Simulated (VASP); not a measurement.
A run of VASP 6.6.1 is set up as follows.

Contents of INCAR:

```
  PREC = Accurate
  ENCUT = 600
  EDIFF = 1E-6
  ISMEAR = 0
  SIGMA = 0.1
  LREAL = F
  LASPH = T
  NELM = 100
  ALGO = Normal
  ISIF = 3
  LWAVE = F
  LCHARG = F
  GGA = PE
  IBRION = 2
  NSW = 90
  EDIFFG = -0.04
```

Contents of KPOINTS:

```
regular mesh
0
Gamma
  6 6 6
```

Contents of POSCAR:

```
TiH5
1.0
    0.0000000000      3.0272514000      3.0272514000
    3.0272514000      0.0000000000      3.0272514000
    3.0272514000      3.0272514000      0.0000000000
Ti H
1 5
Direct
    0.2500000000      0.2500000000      0.2500000000
    0.3727328200      0.8757557300      0.8757557300
    0.8757557300      0.3727328200      0.8757557300
    0.8757557300      0.8757557300      0.3727328200
    0.8757557300      0.8757557300      0.8757557300
    0.5000000000      0.5000000000      0.5000000000
```

Potentials or basis: VASP PAW PBE potentials, release 64 (Ti_sv, H).

Command:

```sh
$ cat potpaw_PBE.64/Ti_sv/POTCAR potpaw_PBE.64/H/POTCAR > POTCAR
$ mpirun -np 1 vasp_std > vasp.out
```

Problem. What does it give for the band gap on the k mesh?

Solution. Zero (an odd number of electrons rules out a gap without spin polarisation).

Problem. What does it give for the relaxed cell?

Solution. a = 3.439 Å, b = 3.439 Å, c = 3.439 Å, α = 60.00°, β = 60.00°, γ = 60.00°.

Step by step:
```
step  energy change (eV)  largest force (eV/Å)  pressure (GPa)  volume (Å³)
   1              0.0000                0.2330          -26.81        55.48
   2             -1.9733                0.1883          -26.94        43.96
   3             -1.1966                0.7802          116.76        19.14
   4             -3.4508                0.0758          -16.86        33.84
   5             -3.7329                0.1300            6.60        27.45
   6             -3.7577                0.0679           -1.11        28.93
   7             -3.7579                0.0844            0.85        28.51
   8             -3.7597                0.0499            0.11        28.65
   9             -3.7602                0.0230           -0.50        28.76
```

Caveat: the volume moved by over 15 % at a fixed basis, so the end points are rough.
